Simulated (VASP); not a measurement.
# SnO (Cmcm) in VASP: further runs

SnO is run at these levels: PBEsol, r2SCAN+rVV10; tasks: single point, relaxation of cell and atoms.

Program: VASP 6.6.1. These are calculated values, not measurements. Logs are shortened: lines on timing, memory, paths and dates and some standing lists are left out, and cuts for length are marked.

**1. The cell of the first run**

The structure is orthorhombic, space group Cmcm (No. 63). The conventional cell has a = 3.332 Å, b = 12.695 Å, c = 3.362 Å, α = 90.00°, β = 90.00°, γ = 90.00°. Sn (site symmetry m2m) has 5 O at 2.13 to 2.44 Å within 2.8 Å. Within 2.9 Å of O (site symmetry m2m) lie 5 Sn at 2.13 to 2.44 Å and 4 O at 2.82 Å.

**2. Single point, PBEsol**

Input file INCAR:

```
PREC = Accurate
ENCUT = 520
EDIFF = 1E-6
ISMEAR = -1
SIGMA = 0.03
LREAL = False
LASPH = True
NELM = 60
ALGO = Normal
ISIF = 2
LWAVE = False
LCHARG = True
GGA = PS
LELF = True
LVHAR = True
NBANDS = 28
```

Input file KPOINTS:

```
regular mesh
0
Gamma
  6 6 6
```

Input file POSCAR:

```
SnO
1.0
    1.6662375822     -6.3473705921      0.0000000000
    1.6662375822      6.3473705921      0.0000000000
    0.0000000000      0.0000000000      3.3619002362
Sn O
2 2
Direct
    0.3576096419      0.6423903581      0.7500000000
    0.6423903581      0.3576096419      0.2500000000
    0.8102404130      0.1897595870      0.2500000000
    0.1897595870      0.8102404130      0.7500000000
```

Potentials or basis: VASP PAW PBE potentials, release 64 (Sn_d, O).

Command:

```
$ cat potpaw_PBE.64/Sn_d/POTCAR potpaw_PBE.64/O/POTCAR > POTCAR
$ mpirun -np 1 vasp_std > vasp.out
```

OUTCAR:

```text
PREC = Accurate
   ENCUT = 520
   EDIFF = 1E-6
   ISMEAR = -1
   LREAL = False
   LASPH = True
   NELM = 60
   ISIF = 2
   GGA = PS

 ion  position               nearest neighbor table
   1  0.358  0.642  0.750-   4 2.13   3 2.44   3 2.44   3 2.44   3 2.44   2 3.61   2 3.61   2 3.61
                             2 3.61
   2  0.642  0.358  0.250-   3 2.13   4 2.44   4 2.44   4 2.44   4 2.44   1 3.61   1 3.61   1 3.61
                             1 3.61
   3  0.810  0.190  0.250-   2 2.13   1 2.44   1 2.44   1 2.44   1 2.44
   4  0.190  0.810  0.750-   1 2.13   2 2.44   2 2.44   2 2.44   2 2.44

  LATTYP: Found a base centered orthorhombic cell.
 ALAT       =     3.3324751644
 B/A-ratio  =     3.8094030887
 C/A-ratio  =     1.0088297948

  Lattice vectors:

 A1 = (   1.6662375822,  -6.3473705921,   0.0000000000)
 A2 = (   1.6662375822,   6.3473705921,   0.0000000000)
 A3 = (   0.0000000000,   0.0000000000,   3.3619002362)

Analysis of symmetry for initial positions (statically):
=====================================================================
 Subroutine PRICEL returns:
 Original cell was already a primitive cell.

 Routine SETGRP: Setting up the symmetry group for a
 base centered orthorhombic supercell.

 Subroutine GETGRP returns: Found  8 space group operations
 (whereof  4 operations were pure point group operations)
 out of a pool of  8 trial point group operations.

The static configuration has the point symmetry C_2h.
 The point group associated with its full space group is D_2h.

Analysis of symmetry for dynamics (positions and initial velocities):
=====================================================================
 Subroutine PRICEL returns:
 Original cell was already a primitive cell.

 Routine SETGRP: Setting up the symmetry group for a
 base centered orthorhombic supercell.

 Subroutine GETGRP returns: Found  8 space group operations
 (whereof  4 operations were pure point group operations)
 out of a pool of  8 trial point group operations.

The dynamic configuration has the point symmetry C_2h.
 The point group associated with its full space group is D_2h.

 Subroutine INISYM returns: Found  8 space group operations
 (whereof  4 operations are pure point group operations),
 and found     1 'primitive' translations

----------------------------------------------------------------------------------------

                                     Primitive cell

  volume of cell :      71.1124

  direct lattice vectors                    reciprocal lattice vectors
     1.666237582 -6.347370592  0.000000000     0.300077255 -0.078772776  0.000000000
     1.666237582  6.347370592  0.000000000     0.300077255  0.078772776  0.000000000
     0.000000000  0.000000000  3.361900236     0.000000000  0.000000000  0.297450825

  length of vectors
     6.562427989  6.562427989  3.361900236     0.310244273  0.310244273  0.297450825

  position of ions in fractional coordinates (direct lattice)
     0.357609642  0.642390358  0.750000000
     0.642390358  0.357609642  0.250000000
     0.810240413  0.189759587  0.250000000
     0.189759587  0.810240413  0.750000000

  ion indices of the primitive-cell ions
   primitive index   ion index
                 1           1
                 2           2
                 3           3
                 4           4

----------------------------------------------------------------------------------------

 KPOINTS: regular mesh

Automatic generation of k-mesh.
 Grid dimensions read from file:
 generate k-points for:    6    6    6

 Generating k-lattice:

  Cartesian coordinates                     Fractional coordinates (reciprocal lattice)
     0.050012876 -0.013128796  0.000000000     0.166666667  0.000000000  0.000000000
     0.050012876  0.013128796  0.000000000     0.000000000  0.166666667  0.000000000
     0.000000000  0.000000000  0.049575138     0.000000000  0.000000000  0.166666667

  Length of vectors
     0.051707379  0.051707379  0.049575138

  Shift w.r.t. Gamma in fractional coordinates (k-lattice)
     0.000000000  0.000000000  0.000000000

 Subroutine IBZKPT returns following result:
 ===========================================

 Found     52 irreducible k-points:

 Following reciprocal coordinates:
            Coordinates               Weight
  0.000000  0.000000  0.000000      1.000000
  0.166667  0.000000  0.000000      4.000000
  0.333333  0.000000  0.000000      4.000000
  0.500000  0.000000  0.000000      2.000000
  0.166667  0.166667  0.000000      2.000000
  0.333333  0.166667  0.000000      4.000000
[... 16 lines left out ...]
  0.333333  0.333333  0.166667      4.000000
  0.500000  0.333333  0.166667      8.000000
 [... further k-points ...]
   k-points           NKPTS =     52   k-points in BZ     NKDIM =     52   number of bands    NBANDS=     28
   number of dos      NEDOS =    301   number of ions     NIONS =      4
   total plane-waves  NPLWV =  70000
[... 30 lines left out ...]
   ISMEAR =    -1;   SIGMA  =   0.03  broadening in eV -4-tet -1-fermi 0-gaus
   EFERMI_NEDOS =   21; number of points for ismear=-14 and -15
   IALGO  =     38    algorithm
   IMIX   =      4    mixing-type and parameters
     AMIX     =   0.40;   BMIX     =  1.00
     AMIX_MAG =   1.60;   BMIX_MAG =  1.00
  volume/ion in A,a.u.               =      17.78       119.97
  Fermi-wavevector in a.u.,A,eV,Ry     =   1.351387  2.553750 24.847584  1.826246
  Thomas-Fermi vector in A             =   2.478813
   LORBIT       =      0    0 simple, 1 ext, 2 COOP (PROOUT), +10 PAW based schemes
   GGA     = PS    functional components
   LHFCALC =     F    Hartree Fock is set to
   AEXX    =    0.0000 exact exchange contribution
   IVDW    =     0    specifies the selected vdW correction
   LEPSILON=     F    determine dielectric tensor
   LRPA    =     F    only Hartree local field effects (RPA)
 non-spin polarized calculation
  energy-cutoff  :      520.00
  volume of cell :       71.11
 maximum number of plane-waves:      1930
 NGX is ok and might be reduce to    50

 number of electron      40.0000003 magnetization

 Free energy of the ion-electron system (eV)
  ---------------------------------------------------
  ext. energy  EPLUGINS =         0.00000000
  ---------------------------------------------------
  free energy    TOTEN  =       -23.57929014 eV

  energy without entropy =      -23.57929014  energy(sigma->0) =      -23.57929014

 E-fermi :   6.6556     XC(G=0): -10.3740

 val. band max:        6.0435720404   @ k =   0.3333   0.1667   0.0000
 cond. band min:       7.2422963307   @ k =   0.3333   0.1667   0.0000
 fundamental gap:      1.1987242903
 Fermi energy:         6.6555869108

 k-point     1 :       0.0000    0.0000    0.0000
  band No.  band energies     occupation
      1     -14.9839      2.00000
      2     -14.8377      2.00000
      3     -14.8184      2.00000
      4     -14.6702      2.00000
      5     -14.6329      2.00000
      6     -14.6196      2.00000
[... 20 lines left out ...]
     27      15.1253      0.00000
     28      15.3731      0.00000

 k-point     2 :       0.1667    0.0000    0.0000
  band No.  band energies     occupation
      1     -14.9516      2.00000
      2     -14.8071      2.00000
      3     -14.7909      2.00000
      4     -14.6830      2.00000
      5     -14.6508      2.00000
      6     -14.6435      2.00000
[... 20 lines left out ...]
     27      15.3797      0.00000
     28      16.7926      0.00000

 k-point     3 :       0.3333    0.0000    0.0000
  band No.  band energies     occupation
      1     -14.8875      2.00000
      2     -14.7674      2.00000
      3     -14.7452      2.00000
      4     -14.7182      2.00000
      5     -14.6860      2.00000
      6     -14.6834      2.00000
[... 20 lines left out ...]
     27      14.2572      0.00000
     28      16.7829      0.00000

 k-point     4 :       0.5000    0.0000    0.0000
  band No.  band energies     occupation
      1     -14.8252      2.00000
      2     -14.8227      2.00000
      3     -14.7169      2.00000
      4     -14.7169      2.00000
      5     -14.7032      2.00000
      6     -14.7025      2.00000
[... 578 lines left out ...]
     27      14.6557      0.00000
     28      16.6156      0.00000

 k-point    23 :       0.3333    0.3333    0.1667
  band No.  band energies     occupation
      1     -14.9228      2.00000
      2     -14.8260      2.00000
      3     -14.7217      2.00000
      4     -14.7139      2.00000
      5     -14.6687      2.00000
      6     -14.6591      2.00000
[... 20 lines left out ...]
     27      14.2251      0.00000
     28      17.2268      0.00000

 k-point    24 :       0.5000    0.3333    0.1667
  band No.  band energies     occupation
      1     -14.9427      2.00000
      2     -14.7799      2.00000
      3     -14.7636      2.00000
      4     -14.7286      2.00000
      5     -14.6521      2.00000
      6     -14.6491      2.00000
[... 20 lines left out ...]
     27      15.5291      0.00000
     28      17.2768      0.00000

 [... further k-points ...]
[... 5 lines left out ...]
  --------------------------------------------------------------------------------------
  -------------------------------------------------------------------------------------
  Total        0.0610820      0.1599442      0.0555369      0.0000000      0.0000000      0.0000000
  in kB        1.3761904      3.6035736      1.2512571      0.0000000      0.0000000      0.0000000
  external PRESSURE =       2.0770070 kB  Pullay stress =       0.0000000 kB

 VOLUME and BASIS-vectors are now :
 -----------------------------------------------------------------------------
  energy-cutoff  :      520.00
  volume of cell :       71.11
      direct lattice vectors                 reciprocal lattice vectors
     1.666237582 -6.347370592  0.000000000     0.300077255 -0.078772776  0.000000000
     1.666237582  6.347370592  0.000000000     0.300077255  0.078772776  0.000000000
     0.000000000  0.000000000  3.361900236     0.000000000  0.000000000  0.297450825

 POSITION                                       TOTAL-FORCE (eV/Angst)
 -----------------------------------------------------------------------------------
      1.66624      1.80761      2.52143         0.000000     -0.075962     -0.000000
      1.66624     -1.80761      0.84048         0.000000      0.075962      0.000000
      1.66624     -3.93842      0.84048         0.000000     -0.017481      0.000000
      1.66624      3.93842      2.52143         0.000000      0.017481     -0.000000
 -----------------------------------------------------------------------------------
    total drift:                                0.000000     -0.000000      0.000000

  FREE ENERGIE OF THE ION-ELECTRON SYSTEM (eV)
  ---------------------------------------------------
  free  energy   TOTEN  =       -23.5792901368 eV

  energy  without entropy=      -23.5792901366  energy(sigma->0) =      -23.57929014
```

Run time: 1.7 min. Hardware: 1 thread of Intel Xeon 6975P-C (Granite Rapids), shared host; peak memory 0.29 GiB.

What came out:

* Free energy: -23.5793 eV
* Pressure: 0.2 GPa
* Largest force: 0.076 eV/Å
* Band gap on the k mesh: 1.20 eV

Forces on the atoms (eV/Å):
```
Sn   0.000 -0.076  0.000
Sn   0.000  0.076  0.000
O    0.000 -0.017  0.000
O    0.000  0.017  0.000
```

Caveat: the PAW data sets were made with another functional, which shifts forces and pressure a little; spin-orbit coupling is left out, which moves the levels of the heavy elements. A k mesh can miss the band edges.

**3. Relaxation of cell and atoms, PBEsol**

This run uses another cell than the first one, of the same volume but with other edges.

Input file INCAR:

```
SYSTEM = SnO
ALGO = Normal ; EDIFF = 1E-6
EDIFFG = -0.01 ; ENCUT = 600
GGA = PS ; IBRION = 2
ISIF = 3 ; ISMEAR = -1
LASPH = .True. ; LCHARG = .False.
LREAL = .False. ; LWAVE = .False.
NELM = 80 ; NSW = 100
PREC = Accurate ; SIGMA = 0.03
```

Input file KPOINTS:

```
k-points
0
Gamma
  6 6 6
  0 0 0
```

Input file POSCAR:

```
SnO
1.0
    1.7782610900     -5.0882819900      0.0000000000
    1.7782610900      5.0882819900      0.0000000000
    0.0000000000      0.0000000000      3.9276240100
Sn O
2 2
Direct
    0.3868549800      0.6131450200      0.7500000000
    0.6131450200      0.3868549800      0.2500000000
    0.8565043900      0.1434956100      0.2500000000
    0.1434956100      0.8565043900      0.7500000000
```

Potentials or basis: VASP PAW PBE potentials, release 64 (Sn_d, O).

Command:

```
$ cat potpaw_PBE.64/Sn_d/POTCAR potpaw_PBE.64/O/POTCAR > POTCAR
$ mpirun -np 1 vasp_std > vasp.out
```

Run time: 20 min. Hardware: 1 thread of Intel Xeon 6975P-C (Granite Rapids), shared host; peak memory 0.32 GiB.

The run converged. Its results:

```yaml
Free_energy: -23.5731 eV
Relaxed_volume: 17.33 Å³/atom
Relaxed_cell: a = 6.380 Å, b = 6.380 Å, c = 3.379 Å, α = 90.00°, β = 90.00°, γ = 149.74°
Space_group_after_relaxing_to_0.1_Å: Cmcm (No. 63)
Energy_gained_by_relaxing: 406.1 meV/atom
Ionic_steps: 25
Pressure_after_relaxing: 0.0 GPa
Largest_force_after_relaxing: 0.009 eV/Å
Band_gap_on_the_k_mesh: 0.91 eV
```

Forces in eV/Å, atoms in the order of the input:
```
Sn   0.000 -0.006  0.000
Sn   0.000  0.006  0.000
O    0.000  0.009  0.000
O    0.000 -0.009  0.000
```

The path:
| step | energy change (eV) | largest force (eV/Å) | pressure (GPa) | volume (Å³) |
| --- | --- | --- | --- | --- |
| 1 | 0.0000 | 2.1459 | -13.19 | 71.08 |
| 2 | -0.8465 | 1.0426 | 9.40 | 57.05 |
| 3 | -0.8894 | 1.1794 | 3.63 | 59.13 |
| 4 | -1.1121 | 0.8038 | 4.01 | 60.14 |
| 5 | -1.1981 | 1.2101 | 6.07 | 61.21 |
| 6 | -1.3406 | 0.6973 | 1.64 | 63.72 |
| 7 | -1.4209 | 0.4697 | -3.21 | 67.26 |
| 8 | -1.4228 | 0.4866 | -3.84 | 67.81 |
| 9 | -1.4883 | 0.4270 | -2.85 | 67.51 |
| 10 | -1.5866 | 0.2677 | -0.25 | 66.70 |
| 11 | -1.4613 | 0.4688 | 5.56 | 64.51 |
| 12 | -1.6037 | 0.1139 | 1.10 | 66.27 |
| 13 | -1.6037 | 0.1152 | 1.29 | 66.19 |
| 14 | -1.6115 | 0.2699 | 0.19 | 67.15 |
| 15 | -1.6121 | 0.3157 | -0.07 | 67.43 |
| 16 | -1.6194 | 0.1317 | 0.34 | 67.89 |
| 17 | -1.6208 | 0.1339 | 0.65 | 68.17 |
| 18 | -1.6235 | 0.0735 | -0.25 | 69.14 |
| 19 | -1.6235 | 0.0699 | -0.23 | 69.15 |
| 20 | -1.6242 | 0.0108 | 0.09 | 69.17 |
| 21 | -1.6242 | 0.0154 | 0.08 | 69.17 |
| 22 | -1.6244 | 0.0123 | -0.01 | 69.27 |
| 23 | -1.6245 | 0.0202 | -0.08 | 69.34 |
| 24 | -1.6245 | 0.0173 | 0.03 | 69.30 |
| 25 | -1.6245 | 0.0094 | 0.02 | 69.31 |

Final structure:
```xyz
4
Lattice="1.6651 -6.1592 0.0000 1.6651 6.1592 0.0000 0.0000 0.0000 3.3793" Properties=species:S:1:pos:R:3 pbc="T T T"
Sn    1.6651    1.7161    2.5344
Sn    1.6651   -1.7161    0.8448
O     1.6651   -3.8517    0.8448
O     1.6651    3.8517    2.5344
```

Levels at points of the mesh, in eV from the valence-band top:
```
           k point  band 18  band 19  band 20  band 21  band 22  band 23
(0.00, 0.00, 0.00)    -2.85    -2.77    -0.20     2.45     5.57     6.73
(0.50, 0.00, 0.00)    -3.02    -1.86    -0.02     0.92     1.90     5.37
(0.50, 0.50, 0.00)    -2.87    -2.75    -1.93     2.48     5.70     6.60
(0.00, 0.00, 0.50)    -2.95    -0.99    -0.99     1.70     1.70     5.70
(0.50, 0.00, 0.50)    -4.32    -1.73    -1.73     3.37     3.37     3.53
(0.50, 0.50, 0.50)    -2.95    -1.48    -1.48     1.81     1.81     5.69
```

Caveat: a cell axis changed by over 15 % at a fixed basis, so the end point is rough; the PAW data sets were made with another functional, which shifts forces and pressure a little; spin-orbit coupling is left out, which moves the levels of the heavy elements.

**4. Single point, r2SCAN+rVV10**

This run uses another cell than the first one, of 18.02 Å³/atom.

Input file POSCAR:

```
SnO
1.0
    1.6595766021     -6.4761604046      0.0000000000
    1.6595766021      6.4761604046      0.0000000000
    0.0000000000      0.0000000000      3.3529953501
Sn O
2 2
Direct
    0.3556650739      0.6443349261      0.7500000000
    0.6443349261      0.3556650739      0.2500000000
    0.8075177971      0.1924822029      0.2500000000
    0.1924822029      0.8075177971      0.7500000000
```

Input file INCAR.step1:

```
SYSTEM = SnO
ALGO     = Normal         ! electronic algorithm
EDIFF    = 1E-4           ! SCF threshold, eV
ENCUT    = 520            ! plane-wave cutoff, eV
GGA      = PE             ! functional
ISMEAR   = -1             ! smearing method
LASPH    = .True.         ! aspherical terms in the spheres
LCHARG   = .False.        ! write CHGCAR
LREAL    = .False.        ! projectors in reciprocal space
LWAVE    = .True.         ! write WAVECAR
NBANDS   = 28             ! bands
NELM     = 100            ! most SCF steps
PREC     = Accurate       ! precision mode
SIGMA    = 0.03           ! smearing width, eV
```

Input file INCAR.step2:

```
SYSTEM = SnO
ALGO     = Normal         ! electronic algorithm
BPARAM   = 11.95        
CPARAM   = 0.0093       
EDIFF    = 1E-7           ! SCF threshold, eV
ENCUT    = 520            ! plane-wave cutoff, eV
ISIF     = 2              ! what is computed and relaxed
ISMEAR   = -1             ! smearing method
ISTART   = 1            
IVDW_NL  = 2            
LASPH    = .True.         ! aspherical terms in the spheres
LCHARG   = .False.        ! write CHGCAR
LMIXTAU  = .True.       
LREAL    = .False.        ! projectors in reciprocal space
LUSE_VDW = .True.       
LWAVE    = .False.        ! write WAVECAR
METAGGA  = R2SCAN         ! meta-GGA
NBANDS   = 28             ! bands
NELM     = 100            ! most SCF steps
PREC     = Accurate       ! precision mode
SIGMA    = 0.03           ! smearing width, eV
```

Input file KPOINTS:

```
k-points
0
Gamma
  8 8 8
  0 0 0
```

Command:

```
$ cat potpaw_PBE.64/Sn_d/POTCAR potpaw_PBE.64/O/POTCAR > POTCAR
$ cp INCAR.step1 INCAR
$ mpirun -np 1 vasp_std > vasp.out
$ cp INCAR.step2 INCAR
$ mpirun -np 1 vasp_std > vasp.out
```

Wall time 15 min (1 thread of Intel Xeon 6975P-C (Granite Rapids), shared host); peak memory 0.65 GiB.

Results (log left out):

```
Free energy            : -65.0604 eV
Pressure               : 0.6 GPa
Largest force          : 0.128 eV/Å
Band gap on the k mesh : 1.59 eV
```

Forces on the atoms (eV/Å):
```
Sn   0.000 -0.128  0.000
Sn   0.000  0.128  0.000
O    0.000 -0.036  0.000
O    0.000  0.036  0.000
```

Stress tensor (GPa, compression positive):
```
0.48 0.00 0.00
0.00 0.75 0.00
0.00 0.00 0.44
```

Levels at points of the mesh, in eV from the valence-band top:
| k point | band 18 | band 19 | band 20 | band 21 | band 22 | band 23 |
| --- | --- | --- | --- | --- | --- | --- |
| (0.00, 0.00, 0.00) | -2.69 | -2.64 | -0.10 | 2.97 | 5.89 | 7.75 |
| (0.50, 0.00, 0.00) | -2.95 | -1.46 | -0.01 | 1.59 | 2.52 | 6.28 |
| (0.50, 0.50, 0.00) | -2.70 | -2.63 | -1.69 | 3.35 | 6.06 | 7.69 |
| (0.00, 0.00, 0.50) | -2.90 | -0.79 | -0.79 | 2.28 | 2.28 | 6.60 |
| (0.50, 0.00, 0.50) | -4.11 | -1.30 | -1.30 | 3.98 | 3.98 | 4.30 |
| (0.50, 0.50, 0.50) | -2.90 | -1.09 | -1.09 | 2.34 | 2.34 | 6.49 |

Caveat: the PAW data sets were made with another functional, which shifts forces and pressure a little; spin-orbit coupling is left out, which moves the levels of the heavy elements.

**5. The runs side by side**

| task | level | cell | k mesh | cutoff (eV) | gap on the mesh (eV) | pressure (GPa) | largest force (eV/Å) |
| --- | --- | --- | --- | --- | --- | --- | --- |
| single point | PBEsol | a = 6.562, b = 6.562, c = 3.362 Å, angles 90.0, 90.0, 150.6°, 4 atoms, atomic positions A | 6 × 6 × 6 | 520 | 1.20 | 0.2 | 0.08 |
| relaxation of cell and atoms | PBEsol | relaxed from a = 5.390, b = 5.390, c = 3.928 Å, angles 90.0, 90.0, 141.5°, 4 atoms, atomic positions B | 6 × 6 × 6 | 600 | 0.91 | 0.0 | 0.01 |
| single point | r2SCAN+rVV10 | a = 6.685, b = 6.685, c = 3.353 Å, angles 90.0, 90.0, 151.3°, 4 atoms, atomic positions C | 8 × 8 × 8 | 520 | 1.59 | 0.6 | 0.13 |

Alike in all rows: potentials or basis VASP PAW PBE potentials, release 64 (Sn_d, O); no spin polarisation; smearing fermi-dirac 0.03 eV.

Caveats: the PAW data sets were made with another functional, which shifts forces and pressure a little; spin-orbit coupling is left out, which moves the levels of the heavy elements; a cell axis changed by over 15 % at a fixed basis, so the end point is rough (at least some runs).

Absolute energies hang on the potentials; compare differences alone.
